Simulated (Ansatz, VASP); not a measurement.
## In2SiH2: VASP beside Ansatz

```xyz
5
Lattice="3.5592 0.0000 0.0000 -1.7796 3.0824 0.0000 0.0000 0.0000 7.3462" Properties=species:S:1:pos:R:3 pbc="T T T"
In    0.0000    2.0549    2.1134
In    1.7796    1.0275    5.2327
Si    0.0000    0.0000    0.0000
H     0.0000    2.0549    4.3696
H     1.7796    1.0275    2.9766
```

Change from the starting cell: species swapped into the EuMn2Sb2 type (P-3m1, No. 164).

Alike in both runs: functional PBE; k mesh 3 × 3 × 2; occupations gaussian, width 0.15 eV; no spin polarisation.

Ansatz relaxed the structure, and its values are those at the end. VASP's run is a single point on that final structure, the one shown.

|  | VASP | Ansatz |
| --- | --- | --- |
| version | VASP 6.6.1 | Ansatz 0.2.0 |
| potentials or method | VASP PAW PBE potentials, release 64 (In_d, Si, H), cutoff 500 eV | scalar-relativistic, plane waves, PAW |
| valence electrons in the cell | 32 | 32 |

|  | VASP | Ansatz | Ansatz less VASP |
| --- | --- | --- | --- |
| gap on the k mesh at the Fermi level (eV) | none | none | - |
| pressure (GPa) | -0.2 | -0.2 | +0.07 |
| rms of the force components (eV/Å) | 0.018 | 0.018 | -0.0003 |

A gap of «none» marks a metal or a gap that the smearing closes. The functional is the same, so the differences come from potentials, cutoffs and numerics.

The k mesh is coarse, so the values compare programs but aren't converged.
